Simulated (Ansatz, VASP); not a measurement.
**CO2: VASP beside Ansatz**

File INCAR:

```
  PREC = Accurate
  ENCUT = 520
  EDIFF = 1E-7
  ISMEAR = 0
  SIGMA = 0.05
  LREAL = F
  LASPH = T
  NELM = 100
  ALGO = Normal
  ISIF = 2
  LWAVE = F
  LCHARG = F
  GGA = PE
  NBANDS = 44
```

KPOINTS

```
regular mesh
0
Gamma
  4 4 4
```

File POSCAR:

```
CO2
1.0
    6.1709788928      0.0000000000      0.0000000000
    0.0000000000      6.1709788928      0.0000000000
    0.0000000000      0.0000000000      6.0241095952
C O
4 8
Direct
    0.0000000000      0.0000000000      0.0000000000
    0.5000000000      0.0000000000      0.5000000000
    0.5000000000      0.5000000000      0.0000000000
    0.0000000000      0.5000000000      0.5000000000
    0.1114834447      0.1114834447      0.1114834447
    0.3885165553      0.8885165553      0.6114834447
    0.6114834447      0.3885165553      0.8885165553
    0.8885165553      0.6114834447      0.3885165553
    0.8885165553      0.8885165553      0.8885165553
    0.6114834447      0.1114834447      0.3885165553
    0.3885165553      0.6114834447      0.1114834447
    0.1114834447      0.3885165553      0.6114834447
```

Input for Ansatz:

```yaml
crystal:
  lattice:
    - [6.1709788928, 0.0, 0.0]
    - [0.0, 6.1709788928, 0.0]
    - [0.0, 0.0, 6.0241095952]
  atoms:
    - { symbol: C, position: [0.0, 0.0, 0.0] }
    - { symbol: C, position: [0.5, 0.0, 0.5] }
    - { symbol: C, position: [0.5, 0.5, 0.0] }
    - { symbol: C, position: [0.0, 0.5, 0.5] }
    - { symbol: O, position: [0.1114834447, 0.1114834447, 0.1114834447] }
    - { symbol: O, position: [0.3885165553, 0.8885165553, 0.6114834447] }
    - { symbol: O, position: [0.6114834447, 0.3885165553, 0.8885165553] }
    - { symbol: O, position: [0.8885165553, 0.6114834447, 0.3885165553] }
    - { symbol: O, position: [0.8885165553, 0.8885165553, 0.8885165553] }
    - { symbol: O, position: [0.6114834447, 0.1114834447, 0.3885165553] }
    - { symbol: O, position: [0.3885165553, 0.6114834447, 0.1114834447] }
    - { symbol: O, position: [0.1114834447, 0.3885165553, 0.6114834447] }
basis:
  ecutwfc: 520.0
kpoints:
  mp_grid: { grid: [4, 4, 4] }
hamiltonian:
  xc: pbe
scf:
  occupations: { method: gaussian, width: 0.05 }
output:
  forces: true
  stress: true
  eigenvalues: true
```

Alike in both runs: task single point; functional PBE; k mesh 4 × 4 × 4; occupations gaussian, width 0.05 eV; no spin polarisation.

|  | VASP | Ansatz |
| --- | --- | --- |
| version | VASP 6.6.1 | Ansatz 0.2.0 |
| potentials or method | VASP PAW PBE potentials, release 64 (C, O), cutoff 520 eV | scalar-relativistic, plane waves, PAW |
| valence electrons in the cell | 64 | 64 |

|  | VASP | Ansatz | Ansatz less VASP |
| --- | --- | --- | --- |
| gap on the k mesh at the Fermi level (eV) | 6.50 | 6.52 | +0.016 |
| least direct gap on the mesh (eV) | 6.50 | 6.52 | +0.016 |
| pressure (GPa) | -1.6 | -2.7 | -1.07 |
| traceless stress, the component that is largest in VASP (GPa) | 0.09 | 0.13 | +0.039 |
| rms of the force components (eV/Å) | 0.297 | 0.571 | +0.2747 |

Atom by atom the forces differ by 0.275 eV/Å (rms over components). One of these differences is far larger than is usual between the two programs; its cause wasn't traced.

Noted on VASP's run: the standard files for N, O and F lose accuracy on very short bonds.
